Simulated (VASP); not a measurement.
# TePb (Fm-3m) in VASP: elastic constants with LDA

Aim: the elastic constants of TePb with LDA.

All numbers are computed with VASP 6.6.1; they aren't measurements. Logs are shortened: lines on timing, memory, paths and dates and some standing lists are left out, and cuts for length are marked.

### Step 1. The cell of the first run

It takes space group Fm-3m (No. 225, cubic). Conventional cell: a = 6.079 Å, b = 6.079 Å, c = 6.079 Å, α = 90.00°, β = 90.00°, γ = 90.00°. Te (site symmetry m-3m) has 6 Pb at 3.04 Å within 4.0 Å. Pb (site symmetry m-3m) has 6 Te at 3.04 Å within 4.0 Å.

### Step 2. Elastic constants, LDA

File INCAR:

```
SYSTEM = TePb
  PREC = Accurate
  ENCUT = 600
  EDIFF = 1E-8
  ISMEAR = 0
  SIGMA = 0.01
  LREAL = .FALSE.
  LASPH = .TRUE.
  NELM = 80
  ALGO = Normal
  ISIF = 3
  LWAVE = .FALSE.
  LCHARG = .FALSE.
  GGA = CA
  IBRION = 6
  NFREE = 2
  POTIM = 0.015
  NSW = 1
```

File KPOINTS:

```
Automatic mesh
0
G
  6 6 6
  0 0 0
```

File POSCAR:

```
TePb
1.0
    0.0000000000      3.0393846266      3.0393846266
    3.0393846266      0.0000000000      3.0393846266
    3.0393846266      3.0393846266      0.0000000000
Te Pb
1 1
Direct
    0.5000000000      0.5000000000      0.5000000000
    0.0000000000      0.0000000000      0.0000000000
```

Potentials or basis: VASP PAW LDA potentials, release 64 (Te, Pb_d).

Launch:

```console
$ cat potpaw_LDA.64/Te/POTCAR potpaw_LDA.64/Pb_d/POTCAR > POTCAR
$ mpirun -np 1 vasp_std > vasp.out
```

OUTCAR:

```text
SYSTEM = TePb
   PREC = Accurate
   ENCUT = 600
   EDIFF = 1E-8
   ISMEAR = 0
   LREAL = .FALSE.
   LASPH = .TRUE.
   NELM = 80
   ISIF = 3
   GGA = CA
   IBRION = 6
   NFREE = 2
   POTIM = 0.015
   NSW = 1

 ion  position               nearest neighbor table
   1  0.500  0.500  0.500-   2 3.04   2 3.04   2 3.04   2 3.04   2 3.04   2 3.04
   2  0.000  0.000  0.000-   1 3.04   1 3.04   1 3.04   1 3.04   1 3.04   1 3.04

  LATTYP: Found a face centered cubic cell.
 ALAT       =     6.0787692532

  Lattice vectors:

 A1 = (   0.0000000000,   3.0393846266,   3.0393846266)
 A2 = (   3.0393846266,   0.0000000000,   3.0393846266)
 A3 = (   3.0393846266,   3.0393846266,   0.0000000000)

Analysis of symmetry for initial positions (statically):
=====================================================================
 Subroutine PRICEL returns:
 Original cell was already a primitive cell.

 Routine SETGRP: Setting up the symmetry group for a
 face centered cubic supercell.

 Subroutine GETGRP returns: Found 48 space group operations
 (whereof 48 operations were pure point group operations)
 out of a pool of 48 trial point group operations.

The static configuration has the point symmetry O_h .

Analysis of symmetry for dynamics (positions and initial velocities):
=====================================================================
 Subroutine PRICEL returns:
 Original cell was already a primitive cell.

 Routine SETGRP: Setting up the symmetry group for a
 face centered cubic supercell.

 Subroutine GETGRP returns: Found 48 space group operations
 (whereof 48 operations were pure point group operations)
 out of a pool of 48 trial point group operations.

The dynamic configuration has the point symmetry O_h .

 Subroutine INISYM returns: Found 48 space group operations
 (whereof 48 operations are pure point group operations),
 and found     1 'primitive' translations

----------------------------------------------------------------------------------------

                                     Primitive cell

  volume of cell :      56.1548

  direct lattice vectors                    reciprocal lattice vectors
     0.000000000  3.039384627  3.039384627    -0.164506985  0.164506985  0.164506985
     3.039384627  0.000000000  3.039384627     0.164506985 -0.164506985  0.164506985
     3.039384627  3.039384627  0.000000000     0.164506985  0.164506985 -0.164506985

  length of vectors
     4.298338960  4.298338960  4.298338960     0.284934456  0.284934456  0.284934456

  position of ions in fractional coordinates (direct lattice)
     0.500000000  0.500000000  0.500000000
     0.000000000  0.000000000  0.000000000

  ion indices of the primitive-cell ions
   primitive index   ion index
                 1           1
                 2           2

----------------------------------------------------------------------------------------

 KPOINTS: Automatic mesh

Automatic generation of k-mesh.
 Grid dimensions read from file:
 generate k-points for:    6    6    6

 Generating k-lattice:

  Cartesian coordinates                     Fractional coordinates (reciprocal lattice)
    -0.027417831  0.027417831  0.027417831     0.166666667  0.000000000  0.000000000
     0.027417831 -0.027417831  0.027417831     0.000000000  0.166666667  0.000000000
     0.027417831  0.027417831 -0.027417831     0.000000000  0.000000000  0.166666667

  Length of vectors
     0.047489076  0.047489076  0.047489076

  Shift w.r.t. Gamma in fractional coordinates (k-lattice)
     0.000000000  0.000000000  0.000000000

 Subroutine IBZKPT returns following result:
 ===========================================

 Found     16 irreducible k-points:

 Following reciprocal coordinates:
            Coordinates               Weight
  0.000000  0.000000  0.000000      1.000000
  0.166667  0.000000  0.000000      8.000000
  0.333333  0.000000  0.000000      8.000000
  0.500000  0.000000  0.000000      4.000000
[... 52 lines left out ...]
  Fermi-wavevector in a.u.,A,eV,Ry     =   1.160439  2.192913 18.321875  1.346620
  Thomas-Fermi vector in A             =   2.297022
   LORBIT       =      0    0 simple, 1 ext, 2 COOP (PROOUT), +10 PAW based schemes
   GGA     = CA    functional components
   LHFCALC =     F    Hartree Fock is set to
   AEXX    =    0.0000 exact exchange contribution
   IVDW    =     0    specifies the selected vdW correction
   LEPSILON=     F    determine dielectric tensor
   LRPA    =     F    only Hartree local field effects (RPA)
 finite differences with symmetry
 non-spin polarized calculation
 Gauss-broadening in eV      SIGMA  =   0.01
  energy-cutoff  :      600.00
  volume of cell :       56.15
 maximum number of plane-waves:      1895
 NGX is ok and might be reduce to    36
   NGX = 17   NGY = 17   NGZ = 17

--------------------------------------- Ionic step        1  -------------------------------------------

 number of electron      19.9999999 magnetization

 Free energy of the ion-electron system (eV)
  ---------------------------------------------------
  ext. energy  EPLUGINS =         0.00000000
  ---------------------------------------------------
  free energy    TOTEN  =        -8.52674284 eV

  energy without entropy =       -8.52674284  energy(sigma->0) =       -8.52674284

------------------------ aborting loop because EDIFF is reached ----------------------------------------

  FORCE on cell =-STRESS in cart. coord.  units (eV):
  Direction    XX          YY          ZZ          XY          YZ          ZX
  --------------------------------------------------------------------------------------
  -------------------------------------------------------------------------------------
  Total        3.5745917      3.5745917      3.5745917     -0.0000000      0.0000000     -0.0000000
  in kB      101.9882277    101.9882277    101.9882277     -0.0000000      0.0000000     -0.0000000
  external PRESSURE =     101.9882277 kB  Pullay stress =       0.0000000 kB
[... 89 lines left out ...]
  FREE ENERGIE OF THE ION-ELECTRON SYSTEM (eV)
  ---------------------------------------------------
  free  energy   TOTEN  =        -8.4626078781 eV

  energy  without entropy=       -8.4626078781  energy(sigma->0) =       -8.46260788

[... ionic steps 4 to 14 ...]

--------------------------------------- Ionic step       15  -------------------------------------------

 number of electron      19.9999999 magnetization

------------------------ aborting loop because EDIFF is reached ----------------------------------------
[... 67 lines left out ...]
--------------------------------------- Ionic step       17  -------------------------------------------

 number of electron      19.9999999 magnetization

 Free energy of the ion-electron system (eV)
  ---------------------------------------------------
  ext. energy  EPLUGINS =         0.00000000
  ---------------------------------------------------
  free energy    TOTEN  =        -8.52658432 eV

  energy without entropy =       -8.52658432  energy(sigma->0) =       -8.52658432

 E-fermi :   8.2379     XC(G=0): -10.4024

 val. band max:        8.1394720342   @ k =   0.5000   0.0000   0.0000
 cond. band min:       8.3005538908   @ k =   0.5000   0.0000   0.0000
 fundamental gap:      0.1610818566
 Fermi energy:         8.2379262737

 k-point     1 :       0.0000    0.0000    0.0000
  band No.  band energies     occupation
      1      -9.0740      2.00000
      2      -9.0739      2.00000
      3      -9.0422      2.00000
      4      -9.0422      2.00000
      5      -9.0422      2.00000
      6      -5.7232      2.00000
      7       2.9082      2.00000
      8       5.9397      2.00000
      9       5.9403      2.00000
     10       5.9403      2.00000
     11      12.1923      0.00000
     12      12.1923      0.00000
     13      12.1950      0.00000
     14      13.3771      0.00000
[... 377 lines left out ...]
      1      -9.1724      2.00000
      2      -9.0868      2.00000
      3      -9.0354      2.00000
      4      -9.0128      2.00000
      5      -8.9998      2.00000
      6      -3.2224      2.00000
      7      -1.1165      2.00000
      8       2.7687      2.00000
      9       5.1676      2.00000
     10       5.7759      2.00000
     11      11.0495      0.00000
     12      11.1231      0.00000
     13      13.7992      0.00000
     14      13.8314      0.00000

 [... further k-points ...]

------------------------ aborting loop because EDIFF is reached ----------------------------------------

  FORCE on cell =-STRESS in cart. coord.  units (eV):
  Direction    XX          YY          ZZ          XY          YZ          ZX
  --------------------------------------------------------------------------------------
  -------------------------------------------------------------------------------------
  Total        3.5780250      3.5719183      3.5719183      0.0000000     -0.0000000     -0.0000000
  in kB      102.0861836    101.9119497    101.9119497      0.0000000     -0.0000000     -0.0000000
  external PRESSURE =     101.9700277 kB  Pullay stress =       0.0000000 kB
[... 17 lines left out ...]
  FREE ENERGIE OF THE ION-ELECTRON SYSTEM (eV)
  ---------------------------------------------------
  free  energy   TOTEN  =        -8.5265843183 eV

  energy  without entropy=       -8.5265843183  energy(sigma->0) =       -8.52658432

 INTERNAL STRAIN TENSORS FROM STRAINED CELLS
 ============================================

 INTERNAL STRAIN TENSOR FOR ION    1 for displacements in x,y,z  (eV/Angst):
          X           Y           Z          XY          YZ          ZX
  --------------------------------------------------------------------------------
  x     0.00000    -0.00000    -0.00000    -0.00000    -0.00000     0.00000
  y     0.00000    -0.00000     0.00000     0.00000     0.00000     0.00000
  z     0.00000     0.00000    -0.00000     0.00000    -0.00000     0.00000

 INTERNAL STRAIN TENSORS FROM DISPLACED ATOMS
 ============================================

 INTERNAL STRAIN TENSOR FOR ION    1 for displacements in x,y,z  (eV/Angst):
          X           Y           Z          XY          YZ          ZX
  --------------------------------------------------------------------------------
  x     0.00000     0.00000     0.00000     0.00000     0.00000     0.00000
  y     0.00000     0.00000     0.00000     0.00000     0.00000     0.00000
  z     0.00000     0.00000     0.00000     0.00000     0.00000     0.00000

 INTERNAL STRAIN TENSOR FOR ION    2 for displacements in x,y,z  (eV/Angst):
          X           Y           Z          XY          YZ          ZX
  --------------------------------------------------------------------------------
  x     0.00000     0.00000     0.00000     0.00000     0.00000     0.00000
  y     0.00000     0.00000     0.00000     0.00000     0.00000     0.00000
  z     0.00000     0.00000     0.00000     0.00000     0.00000     0.00000

 Eigenvectors and eigenvalues of the dynamical matrix
 ----------------------------------------------------

   1 f  =    2.109780 THz    13.256141 2PiTHz   70.374698 cm-1     8.725347 meV
             X         Y         Z           dx          dy          dz
      3.039385  3.039385  3.039385     0.000000    0.786265    0.000000
      0.000000  0.000000  0.000000     0.000000   -0.617889    0.000000
[... 21 lines left out ...]
   6 f/i=    0.001442 THz     0.009058 2PiTHz    0.048089 cm-1     0.005962 meV
             X         Y         Z           dx          dy          dz
      3.039385  3.039385  3.039385     0.000000    0.000000   -0.617889
      0.000000  0.000000  0.000000     0.000000    0.000000   -0.786265

--------------------------------------------------------------------------------------------------------

 ELASTIC MODULI CONTR FROM IONIC RELAXATION (kBar)
 Direction    XX          YY          ZZ          XY          YZ          ZX
 --------------------------------------------------------------------------------
 XX           0.0000      0.0000      0.0000      0.0000      0.0000      0.0000
 YY           0.0000      0.0000      0.0000      0.0000      0.0000      0.0000
 ZZ           0.0000      0.0000      0.0000      0.0000      0.0000      0.0000
 XY           0.0000      0.0000      0.0000      0.0000      0.0000      0.0000
 YZ           0.0000      0.0000      0.0000      0.0000      0.0000      0.0000
 ZX           0.0000      0.0000      0.0000      0.0000      0.0000      0.0000
 --------------------------------------------------------------------------------

 TOTAL ELASTIC MODULI (kBar)
 Direction    XX          YY          ZZ          XY          YZ          ZX
 --------------------------------------------------------------------------------
 XX        2427.7527     25.3523     25.3523     -0.0000     -0.0000     -0.0000
 YY          25.3523   2427.7527     25.3523     -0.0000      0.0000      0.0000
 ZZ          25.3523     25.3523   2427.7527     -0.0000      0.0000      0.0000
 XY          -0.0000     -0.0000     -0.0000    137.9167     -0.0000      0.0000
 YZ          -0.0000      0.0000      0.0000     -0.0000    137.9167      0.0000
 ZX          -0.0000      0.0000      0.0000      0.0000      0.0000    137.9167
 --------------------------------------------------------------------------------
```

It took 4.8 min on 1 thread of Intel Xeon 6975P-C (Granite Rapids), shared host; peak memory 0.23 GiB.

Results:

```yaml
Elastic_constants_C11_C12_C44: 243, 3, 14 GPa
Voigt_bulk_modulus: 83 GPa
Highest_phonon_frequency_at_Γ_LO-TO_splitting_left_out: 70 cm⁻¹
```

Phonon frequencies in cm⁻¹ (negative: imaginary):
```tsv
q point	frequencies
(0.000, 0.000, 0.000)	0 0 0 70 70 70
```

Elastic tensor in Voigt notation (GPa, in the Cartesian axes of the cell as first typed):
```
243   3   3   0   0   0
  3 243   3   0   0   0
  3   3 243   0   0   0
  0   0   0  14   0   0
  0   0   0   0  14   0
  0   0   0   0   0  14
```

Clamped-ion elastic tensor (GPa):
```
243   3   3   0   0   0
  3 243   3   0   0   0
  3   3 243   0   0   0
  0   0   0  14   0   0
  0   0   0   0  14   0
  0   0   0   0   0  14
```

Caveat: the cell is under stress, which shifts elastic constants; spin-orbit coupling is left out, which moves the levels of the heavy elements.
